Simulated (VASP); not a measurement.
Here is a VASP 6.6.1 calculation.

File INCAR:

```
SYSTEM = Cu
  ALGO = Fast
  EDIFF = 1E-6
  ENCUT = 520
  GGA = PS
  ISIF = 2
  ISMEAR = 0
  LASPH = .True.
  LCHARG = .False.
  LREAL = .False.
  LWAVE = .False.
  NBANDS = 18
  NELM = 100
  PREC = Accurate
  SIGMA = 0.15
```

KPOINTS

```
k-points
0
Gamma
  24 24 12
  0 0 0
```

POSCAR

```
Cu
1.0
    2.3865614019      0.0000000000      0.0000000000
   -1.1932807009      2.0668228017      0.0000000000
    0.0000000000      0.0000000000      4.2237363691
Cu
2
Direct
    0.3333333333      0.6666666667      0.2500000000
    0.6666666667      0.3333333333      0.7500000000
```

Potentials or basis: VASP PAW PBE potentials, release 64 (Cu).

Launch:

```bash
$ cat potpaw_PBE.64/Cu/POTCAR > POTCAR
$ mpirun -np 1 vasp_std > vasp.out
```

Problem. Predict the pressure.

Solution. 20.8 GPa.

Problem. Estimate the band gap on the k mesh.

Solution. Zero (bands 11 and 12 overlap by 6.93 eV).

Stress tensor (GPa, compression positive):
```
27.95  0.00  0.00
 0.00 27.95  0.00
 0.00  0.00  6.39
```

Caveat: the stress differs along the axes, from 6 to 28 GPa; the PAW data sets were made with another functional, which shifts forces and pressure a little.
